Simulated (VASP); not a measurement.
Runs of VASP 6.6.1 on TaO. The structure is that of space group P6/mmm (No. 191), or close to it. The cells are those of the table. 

| level | potentials or basis | cell | k mesh | cutoff (eV) | grid for exact exchange (PRECFOCK) | share of exact exchange | gap on the mesh (eV) | pressure (GPa) |
| --- | --- | --- | --- | --- | --- | --- | --- | --- |
| PBE | VASP PAW PBE potentials, release 64 (Ta_sv_GW, O) | a = 2.954, b = 2.954, c = 3.828 Å, angles 90.0, 90.0, 120.0°, 2 atoms | 10 × 10 × 7 | 700 | - | - | none | 9.9 |
| PBE | VASP PAW PBE potentials, release 64 (Ta_sv_GW, O) | a = 3.040, b = 3.040, c = 3.850 Å, angles 90.0, 90.0, 120.0°, 2 atoms | 10 × 10 × 7 | 700 | - | - | none | (a) |
| PBE | VASP PAW PBE potentials, release 64 (Ta_sv_GW, O) | a = 3.066, b = 3.066, c = 3.855 Å, angles 90.0, 90.0, 120.0°, 2 atoms | 10 × 10 × 7 | 700 | - | - | none | -0.2 |
| PBE-based global hybrid with 50 % exact exchange | VASP PAW PBE potentials, release 64 (Ta_pv, O) | a = 3.066, b = 3.066, c = 3.855 Å, angles 90.0, 90.0, 120.0°, 2 atoms | 6 × 6 × 4 | 520 | Normal | 0.5 | none | -12.4 |
| PBE | VASP PAW PBE potentials, release 64 (Ta_sv_GW, O) | a = 2.875, b = 2.875, c = 3.804 Å, angles 90.0, 90.0, 120.0°, 2 atoms | 10 × 10 × 7 | 700 | - | - | none | 20.0 |
| PBE | VASP PAW PBE potentials, release 64 (Ta_sv_GW, O) | a = 2.817, b = 2.817, c = 3.783 Å, angles 90.0, 90.0, 120.0°, 2 atoms | 10 × 10 × 7 | 700 | - | - | none | 30.0 |
| PBE | VASP PAW PBE potentials, release 64 (Ta_sv_GW, O) | a = 3.005, b = 3.005, c = 3.841 Å, angles 90.0, 90.0, 120.0°, 2 atoms | 10 × 10 × 7 | 700 | - | - | none | (b) |

Alike in all rows: task single point; no spin polarisation; smearing fermi-dirac 0.05 eV.

Q: Estimate the missing entries.

A: (a) 1.8; (b) 4.8.

Caveats: some runs use coarse meshes; spin-orbit coupling is left out, which moves the levels of the heavy elements; an odd number of electrons without spin polarisation forces a metal; a magnetic or distorted state may lie lower; the cell stands under pressure (at least some runs); the PAW data sets were made with another functional, which shifts forces and pressure a little (at least some runs).

A k mesh can miss the band edges, and the runs leave out spin-orbit coupling on Ta.

A gap of «none» marks levels without a gap at the run's occupations.

The runs don't all hold the same shells in valence.
